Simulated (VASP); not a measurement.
Wanted: the native input for a VASP 6.6.1 run.

| Quantity | Value |
| --- | --- |
| Task | single point |
| Functional | PBE |
| Potentials or basis | VASP PAW PBE potentials, release 64 (Rb_sv, Br) |
| Cutoff | 520 eV |
| k mesh | 6 × 6 × 6 |
| Occupations | gaussian, width 0.05 eV |
| Spin | no spin polarisation |
| Dipole correction | no |
| Further INCAR settings | ALGO = Normal; EDIFF = 1e-06; NBANDS = 15 |

The structure of RbBr lies in POSCAR:

```
RbBr
1.0
    3.9610342080      0.0000000000      0.0000000000
    0.0000000000      3.9610342080      0.0000000000
    0.0000000000      0.0000000000      4.4561634840
Rb Br
1 1
Direct
    0.0000000000      0.0000000000      0.0000000000
    0.5000000000      0.5000000000      0.5000000000
```

This cell differs from its parent crystal: strain -0.040 along x and y, +0.080 along z.

One way to write it, as run:

INCAR

```
ALGO = Normal
EDIFF = 1E-6
ENCUT = 520
GGA = PE
ISIF = 2
ISMEAR = 0
LASPH = True
LCHARG = False
LREAL = False
LWAVE = False
NBANDS = 15
NELM = 60
PREC = Accurate
SIGMA = 0.05
```

KPOINTS

```
k-points
0
Gamma
  6 6 6
```

Potentials or basis: VASP PAW PBE potentials, release 64 (Rb_sv, Br).

Command:

```sh
$ cat potpaw_PBE.64/Rb_sv/POTCAR potpaw_PBE.64/Br/POTCAR > POTCAR
$ mpirun -np 1 vasp_std > vasp.out
```

It gave:

```json
{
  "Pressure": "0.9 GPa",
  "Band gap on the k mesh": "3.71 eV, indirect (least direct gap 3.87 eV)"
}
```

Caveat: the cell differs from its parent crystal (strain -0.040 along x and y, +0.080 along z).

Wall time 16 s on 1 thread of AMD EPYC 9R45 96-Core Processor (Zen 5), on a shared host, peak memory 0.17 GiB.
